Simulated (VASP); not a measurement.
A run of VASP 6.6.1 is set up as follows.

File INCAR:

```
SYSTEM = KMgF3
  ALGO = Normal
  EDIFF = 1E-6
  ENCUT = 520
  GGA = PS
  ISIF = 2
  ISMEAR = 0
  LASPH = .True.
  LCHARG = .True.
  LELF = .True.
  LREAL = .False.
  LVHAR = .True.
  LWAVE = .False.
  NBANDS = 24
  NELM = 100
  PREC = Accurate
  SIGMA = 0.02
```

Contents of KPOINTS:

```
k-points
0
Gamma
  6 6 6
  0 0 0
```

File POSCAR:

```
KMgF3
1.0
    4.1109913912      0.0000000000      0.0000000000
    0.0000000000      4.1109913912      0.0000000000
    0.0000000000      0.0000000000      3.9194112098
K Mg F
1 1 3
Direct
    0.5000000000      0.5000000000      0.5000000000
    0.0000000000      0.0000000000      0.0000000000
    0.0000000000      0.5000000000      0.0000000000
    0.0000000000      0.0000000000      0.5000000000
    0.5000000000      0.0000000000      0.0000000000
```

Potentials or basis: VASP PAW PBE potentials, release 64 (K_sv, Mg, F).

The run is started by

```bash
$ cat potpaw_PBE.64/K_sv/POTCAR potpaw_PBE.64/Mg/POTCAR potpaw_PBE.64/F/POTCAR > POTCAR
$ mpirun -np 1 vasp_std > vasp.out
```

(1) What does it give for the band gap on the k mesh?

(2) What does it give for the pressure?

Answers

(1) 6.79 eV, indirect (least direct gap 7.11 eV).

(2) -2.9 GPa.

Caveat: the cell differs from its parent crystal (biaxial strain in the a-b plane: +3.0 %); the PAW data sets were made with another functional, which shifts forces and pressure a little.
